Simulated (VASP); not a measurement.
Input of a VASP 6.6.1 run:

The input INCAR:

```
SYSTEM = TiAl
  PREC = Accurate
  ENCUT = 520
  EDIFF = 1E-6
  ISMEAR = 0
  SIGMA = 0.1
  LREAL = .False.
  LASPH = .True.
  NELM = 60
  ALGO = Fast
  ISIF = 2
  LWAVE = .False.
  LCHARG = .True.
  GGA = PE
  LELF = .True.
  LVHAR = .True.
  NBANDS = 40
```

File KPOINTS:

```
regular mesh
0
Gamma
  12 12 2
  0 0 0
```

The input POSCAR:

```
TiAl
1.0
    2.8571513840      0.0000000000      0.0000000000
   -1.4285756920      2.4743656810      0.0000000000
   11.4294651557      6.5988047843     18.9526270349
Al Ti
4 4
Direct
    0.5259543929      0.2629771964      0.0263815670
    0.5360985835      0.2680492918      0.1494702730
    0.5462427741      0.2731213871      0.2725589789
    0.5563869648      0.2781934824      0.3956476849
    0.5563869648      0.2781934824      0.5206476849
    0.5462427741      0.2731213871      0.6475589789
    0.5360985835      0.2680492918      0.7744702730
    0.5259543929      0.2629771964      0.9013815670
```

Potentials or basis: VASP PAW PBE potentials, release 64 (Al, Ti_sv).

The run is started by

```sh
$ cat potpaw_PBE.64/Al/POTCAR potpaw_PBE.64/Ti_sv/POTCAR > POTCAR
$ mpirun -np 1 vasp_std > vasp.out
```

(1) What does it give for the band gap on the k mesh?

(2) Predict the pressure.

(3) What does it give for the largest force?

## Answers

(1) zero (bands 30 and 31 overlap by 1.76 eV).

(2) 1.1 GPa.

(3) 0.254 eV/Å.
